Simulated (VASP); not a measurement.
Runs of VASP 6.6.1 on Pb2O. The structure is that of space group P6/mmm (No. 191), or close to it. The cells are those of the table. 

```csv
task,cell,k mesh,cutoff (eV),gap on the mesh (eV),pressure (GPa),relaxed volume (Å³/atom)
single point,"a = 5.295, b = 5.295, c = 2.959 Å, angles 90.0, 90.0, 120.0°, 3 atoms",6 × 6 × 4,520,none,-0.1,-
relaxation of cell and atoms,"relaxed from a = 4.359, b = 4.359, c = 4.270 Å, angles 90.0, 90.0, 120.0°, 3 atoms",6 × 6 × 4,600,none,0.1,(a)
single point,"a = 5.019, b = 5.019, c = 3.359 Å, angles 90.0, 90.0, 120.0°, 3 atoms",12 × 12 × 14,520,none,-0.1,-
relaxation of cell and atoms,"relaxed from a = 5.009, b = 5.009, c = 3.365 Å, angles 90.0, 90.0, 120.0°, 3 atoms",12 × 12 × 14,600,none,0.0,24.40
```

Alike in all rows: level PBE; potentials or basis VASP PAW PBE potentials, release 64 (Pb_d, O); no spin polarisation; smearing gaussian 0.1 eV.

Q: Fill in the values left out.

A: (a) 23.70.

Caveats: some runs use coarse meshes; spin-orbit coupling is left out, which moves the levels of the heavy elements.

A k mesh can miss the band edges, and the runs leave out spin-orbit coupling on Pb.

A gap of «none» marks levels without a gap at the run's occupations.
